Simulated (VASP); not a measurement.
# Te (P6/mmm) in VASP: notebook

Te is run at these levels: RPBE; tasks: single point, relaxation of cell and atoms.

Program: VASP 6.6.1. These are calculated values, not measurements. Logs are shortened: lines on timing, memory, paths and dates and some standing lists are left out, and cuts for length are marked.

## (1) The cell of the first run

The structure is hexagonal, space group P6/mmm (No. 191). Conventional cell: a = 5.605 Å, b = 5.605 Å, c = 3.291 Å, α = 90.00°, β = 90.00°, γ = 120.00°. Te (site symmetry 6/mmm) has 14 Te at 3.29 to 3.63 Å within 4.3 Å. Within 4.3 Å of Te (site symmetry -6m2) lie 11 Te at 3.24 to 3.63 Å.

## (2) Single point, RPBE

Input file INCAR:

```
SYSTEM = Te
PREC     = Accurate       ! precision mode
ENCUT    = 520            ! plane-wave cutoff, eV
EDIFF    = 1E-6           ! SCF threshold, eV
ISMEAR   = -1             ! smearing method
SIGMA    = 0.1            ! smearing width, eV
LREAL    = .False.        ! projectors in reciprocal space
LASPH    = .True.         ! aspherical terms in the spheres
NELM     = 60             ! most SCF steps
ALGO     = Normal         ! electronic algorithm
ISIF     = 2              ! what is computed and relaxed
LWAVE    = .False.        ! write WAVECAR
LCHARG   = .False.        ! write CHGCAR
GGA      = RP             ! functional
NBANDS   = 16             ! bands
```

Input file KPOINTS:

```
regular mesh
0
Gamma
  9 9 13
  0 0 0
```

Input file POSCAR:

```
Te
1.0
    5.6054350768      0.0000000000      0.0000000000
   -2.8027175384      4.8544491757      0.0000000000
    0.0000000000      0.0000000000      3.2909417825
Te
3
Direct
    0.0000000000      0.0000000000      0.0000000000
    0.3333333333      0.6666666667      0.5000000000
    0.6666666667      0.3333333333      0.5000000000
```

Potentials or basis: VASP PAW PBE potentials, release 64 (Te).

The run is started by

```console
> cat potpaw_PBE.64/Te/POTCAR > POTCAR
> mpirun -np 1 vasp_std > vasp.out
```

OUTCAR:

```text
SYSTEM = Te
   PREC = Accurate
   ENCUT = 520
   EDIFF = 1E-6
   ISMEAR = -1
   LREAL = .False.
   LASPH = .True.
   NELM = 60
   ISIF = 2
   GGA = RP

 ion  position               nearest neighbor table
   1  0.000  0.000  0.000-   2 3.63   3 3.63   2 3.63   3 3.63   2 3.63   2 3.63   3 3.63   3 3.63
                             3 3.63   3 3.63   2 3.63   2 3.63
   2  0.333  0.667  0.500-   3 3.24   3 3.24   3 3.24   1 3.63   1 3.63   1 3.63   1 3.63   1 3.63
                             1 3.63
   3  0.667  0.333  0.500-   2 3.24   2 3.24   2 3.24   1 3.63   1 3.63   1 3.63   1 3.63   1 3.63
                             1 3.63

  LATTYP: Found a hexagonal cell.
 ALAT       =     5.6054350768
 C/A-ratio  =     0.5870983675

  Lattice vectors:

 A1 = (   5.6054350768,   0.0000000000,   0.0000000000)
 A2 = (  -2.8027175384,   4.8544491757,   0.0000000000)
 A3 = (   0.0000000000,   0.0000000000,   3.2909417825)

Analysis of symmetry for initial positions (statically):
=====================================================================
 Subroutine PRICEL returns:
 Original cell was already a primitive cell.

 Routine SETGRP: Setting up the symmetry group for a
 hexagonal supercell.

 Subroutine GETGRP returns: Found 24 space group operations
 (whereof 24 operations were pure point group operations)
 out of a pool of 24 trial point group operations.

The static configuration has the point symmetry D_6h.

Analysis of symmetry for dynamics (positions and initial velocities):
=====================================================================
 Subroutine PRICEL returns:
 Original cell was already a primitive cell.

 Routine SETGRP: Setting up the symmetry group for a
 hexagonal supercell.

 Subroutine GETGRP returns: Found 24 space group operations
 (whereof 24 operations were pure point group operations)
 out of a pool of 24 trial point group operations.

The dynamic configuration has the point symmetry D_6h.

 Subroutine INISYM returns: Found 24 space group operations
 (whereof 24 operations are pure point group operations),
 and found     1 'primitive' translations

----------------------------------------------------------------------------------------

                                     Primitive cell

  volume of cell :      89.5508

  direct lattice vectors                    reciprocal lattice vectors
     5.605435077  0.000000000  0.000000000     0.178398284  0.102998297  0.000000000
    -2.802717538  4.854449176  0.000000000     0.000000000  0.205996595  0.000000000
     0.000000000  0.000000000  3.290941783     0.000000000  0.000000000  0.303864385

  length of vectors
     5.605435077  5.605435077  3.290941783     0.205996595  0.205996595  0.303864385

  position of ions in fractional coordinates (direct lattice)
     0.000000000  0.000000000  0.000000000
     0.333333333  0.666666667  0.500000000
     0.666666667  0.333333333  0.500000000

  ion indices of the primitive-cell ions
   primitive index   ion index
                 1           1
                 2           2
                 3           3

----------------------------------------------------------------------------------------

 KPOINTS: regular mesh

Automatic generation of k-mesh.
 Grid dimensions read from file:
 generate k-points for:    9    9   13

 Generating k-lattice:

  Cartesian coordinates                     Fractional coordinates (reciprocal lattice)
     0.019822032  0.011444255  0.000000000     0.111111111  0.000000000  0.000000000
     0.000000000  0.022888511  0.000000000     0.000000000  0.111111111  0.000000000
     0.000000000  0.000000000  0.023374183     0.000000000  0.000000000  0.076923077

  Length of vectors
     0.022888511  0.022888511  0.023374183

  Shift w.r.t. Gamma in fractional coordinates (k-lattice)
     0.000000000  0.000000000  0.000000000

 Subroutine IBZKPT returns following result:
 ===========================================

 Found     84 irreducible k-points:

 Following reciprocal coordinates:
            Coordinates               Weight
  0.000000  0.000000  0.000000      1.000000
  0.111111  0.000000  0.000000      6.000000
  0.222222  0.000000  0.000000      6.000000
  0.333333  0.000000  0.000000      6.000000
  0.444444  0.000000  0.000000      6.000000
  0.111111  0.111111  0.000000      6.000000
[... 16 lines left out ...]
  0.333333  0.222222  0.076923     24.000000
  0.333333  0.333333  0.076923      4.000000
 [... further k-points ...]
   k-points           NKPTS =     84   k-points in BZ     NKDIM =     84   number of bands    NBANDS=     16
   number of dos      NEDOS =    301   number of ions     NIONS =      3
   total plane-waves  NPLWV =  42336
   dimension x,y,z NGX =    42 NGY =   42 NGZ =   24
   dimension x,y,z NGXF=    84 NGYF=   84 NGZF=   48
   ions per type =               3
   NGX,Y,Z   is equivalent  to a cutoff of  12.46, 12.46, 12.12 a.u.
   NGXF,Y,Z  is equivalent  to a cutoff of  24.91, 24.91, 24.25 a.u.
 SYSTEM =  Te
   PREC   = accura    normal or accurate (medium, high low for compatibility)
   ISTART =      0    job   : 0-new  1-cont  2-samecut
   ICHARG =      2    charge: 1-file 2-atom 10-const
   ISPIN  =      1    spin polarized calculation?
   LNONCOLLINEAR =      F non collinear calculations
   LSORBIT =      F    spin-orbit coupling
   LASPH  =      T    aspherical Exc in radial PAW
   ENCUT  =  520.0 eV  38.22 Ry    6.18 a.u.  10.42 10.42  6.12*2*pi/ulx,y,z
   NELM   =     60;   NELMIN=  2; NELMDL= -5     # of ELM steps
   EDIFF  = 0.1E-05   stopping-criterion for ELM
   LREAL  =      F    real-space projection
   EDIFFG = 0.1E-04   stopping-criterion for IOM
   NSW    =      0    number of steps for IOM
   IBRION =     -1    ionic relax: 0-MD 1-quasi-New 2-CG
   NFREE  =      0    steps in history (QN), initial steepest desc. (CG)
   ISIF   =      2    stress and relaxation
   ISYM   =      2    0-nonsym 1-usesym 2-fastsym
   POTIM  = 0.5000    time-step for ionic-motion
   TEBEG  =    0.0;   TEEND  =   0.0 temperature during run
   PSTRESS=    0.0 pullay stress
   NELECT =      18.0000    total number of electrons
   NUPDOWN=      -1.0000    fix difference up-down
   EMIN   =  10.00;   EMAX   =-10.00  energy-range for DOS
   EFERMI =   0.00;   METHOD = LEGACY
   ISMEAR =    -1;   SIGMA  =   0.10  broadening in eV -4-tet -1-fermi 0-gaus
   EFERMI_NEDOS =   21; number of points for ismear=-14 and -15
   IALGO  =     38    algorithm
   IMIX   =      4    mixing-type and parameters
     AMIX     =   0.40;   BMIX     =  1.00
     AMIX_MAG =   1.60;   BMIX_MAG =  1.00
  volume/ion in A,a.u.               =      29.85       201.44
  Fermi-wavevector in a.u.,A,eV,Ry     =   0.958979  1.812208 12.512476  0.919641
  Thomas-Fermi vector in A             =   2.088135
   LORBIT       =      0    0 simple, 1 ext, 2 COOP (PROOUT), +10 PAW based schemes
   GGA     = RP    functional components
   LHFCALC =     F    Hartree Fock is set to
   AEXX    =    0.0000 exact exchange contribution
   IVDW    =     0    specifies the selected vdW correction
   LEPSILON=     F    determine dielectric tensor
   LRPA    =     F    only Hartree local field effects (RPA)
 non-spin polarized calculation
  energy-cutoff  :      520.00
  volume of cell :       89.55
 maximum number of plane-waves:      2448
 NGX is ok and might be reduce to    42
   NGX = 21   NGY = 21   NGZ = 13

 number of electron      18.0000000 magnetization

 Free energy of the ion-electron system (eV)
  ---------------------------------------------------
  ext. energy  EPLUGINS =         0.00000000
  ---------------------------------------------------
  free energy    TOTEN  =        -7.25857103 eV

  energy without entropy =       -7.17409150  energy(sigma->0) =       -7.21633126

 E-fermi :   7.3617     XC(G=0):  -9.7978

 val. band max:        7.3513604590   @ k =   0.2222   0.0000   0.0769
 cond. band min:       7.3732197876   @ k =   0.2222   0.2222   0.1538
 fundamental gap:      0.0218593286
 Fermi energy:         7.3616594534

 k-point     1 :       0.0000    0.0000    0.0000
  band No.  band energies     occupation
      1      -6.2561      2.00000
      2      -3.1098      2.00000
      3      -3.1005      2.00000
      4       2.9524      2.00000
      5       2.9524      2.00000
      6       3.4021      2.00000
[... 8 lines left out ...]
     15      16.9916      0.00000
     16      16.9917      0.00000

 k-point     2 :       0.1111    0.0000    0.0000
  band No.  band energies     occupation
      1      -6.1885      2.00000
      2      -3.2254      2.00000
      3      -3.1756      2.00000
      4       2.5425      2.00000
      5       2.7317      2.00000
      6       3.9445      2.00000
[... 8 lines left out ...]
     15      16.5752      0.00000
     16      16.6586      0.00000

 k-point     3 :       0.2222    0.0000    0.0000
  band No.  band energies     occupation
      1      -5.9878      2.00000
      2      -3.5799      2.00000
      3      -3.3282      2.00000
      4       2.1048      2.00000
      5       2.8685      2.00000
      6       4.7745      2.00000
[... 8 lines left out ...]
     15      15.8678      0.00000
     16      16.3607      0.00000

 k-point     4 :       0.3333    0.0000    0.0000
  band No.  band energies     occupation
      1      -5.6621      2.00000
      2      -4.0971      2.00000
      3      -3.4693      2.00000
      4       1.8037      2.00000
      5       3.4505      2.00000
      6       5.7101      2.00000
[... 8 lines left out ...]
     15      15.3997      0.00000
     16      15.4513      0.00000
[... 324 lines left out ...]
 k-point    22 :       0.2222    0.2222    0.0769
  band No.  band energies     occupation
      1      -5.4045      2.00000
      2      -4.0140      2.00000
      3      -3.8172      2.00000
      4       2.6049      2.00000
      5       2.9004      2.00000
      6       6.0105      2.00000
[... 8 lines left out ...]
     15      14.5028      0.00000
     16      14.5673      0.00000

 k-point    23 :       0.3333    0.2222    0.0769
  band No.  band energies     occupation
      1      -4.9949      2.00000
      2      -4.4537      2.00000
      3      -3.9744      2.00000
      4       2.6147      2.00000
      5       3.6398      2.00000
      6       4.7891      2.00000
[... 8 lines left out ...]
     15      14.1557      0.00000
     16      14.7735      0.00000

 k-point    24 :       0.3333    0.3333    0.0769
  band No.  band energies     occupation
      1      -4.6274      2.00000
      2      -4.6274      2.00000
      3      -4.2508      2.00000
      4       3.2525      2.00000
      5       3.7862      2.00000
      6       3.7862      2.00000
[... 8 lines left out ...]
     15      13.5330      0.00000
     16      15.1838      0.00000

 [... further k-points ...]

------------------------ aborting loop because EDIFF is reached ----------------------------------------

  FORCE on cell =-STRESS in cart. coord.  units (eV):
  Direction    XX          YY          ZZ          XY          YZ          ZX
  --------------------------------------------------------------------------------------
  -------------------------------------------------------------------------------------
  Total        0.3460578      0.3460578     -0.9455278      0.0000000     -0.0000000     -0.0000000
  in kB        6.1914132      6.1914132    -16.9166902      0.0000000     -0.0000000     -0.0000000
  external PRESSURE =      -1.5112880 kB  Pullay stress =       0.0000000 kB

 VOLUME and BASIS-vectors are now :
 -----------------------------------------------------------------------------
  energy-cutoff  :      520.00
  volume of cell :       89.55
      direct lattice vectors                 reciprocal lattice vectors
     5.605435077  0.000000000  0.000000000     0.178398284  0.102998297  0.000000000
    -2.802717538  4.854449176  0.000000000     0.000000000  0.205996595  0.000000000
     0.000000000  0.000000000  3.290941783     0.000000000  0.000000000  0.303864385

 POSITION                                       TOTAL-FORCE (eV/Angst)
 -----------------------------------------------------------------------------------
      0.00000      0.00000      0.00000        -0.000000      0.000000     -0.000000
     -0.00000      3.23630      1.64547         0.000000     -0.000000      0.000000
      2.80272      1.61815      1.64547        -0.000000      0.000000     -0.000000
 -----------------------------------------------------------------------------------
    total drift:                               -0.000000      0.000000     -0.000000

  FREE ENERGIE OF THE ION-ELECTRON SYSTEM (eV)
  ---------------------------------------------------
  free  energy   TOTEN  =        -7.2585710264 eV

  energy  without entropy=       -7.1740914999  energy(sigma->0) =       -7.21633126
```

Run time: 1.7 min. Hardware: 1 thread of Intel Xeon 6975P-C, shared host; peak memory 0.25 GiB.

What came out:

```
Free energy            : -7.2586 eV
Pressure               : -0.2 GPa
Band gap on the k mesh : zero (band 9 reaches 9.90 eV, above the bottom of band 10 at 5.26 eV)
```

Caveat: the PAW data sets were made with another functional, which shifts forces and pressure a little; spin-orbit coupling is left out, which moves the levels of the heavy elements.

[end of part 1 of 2]
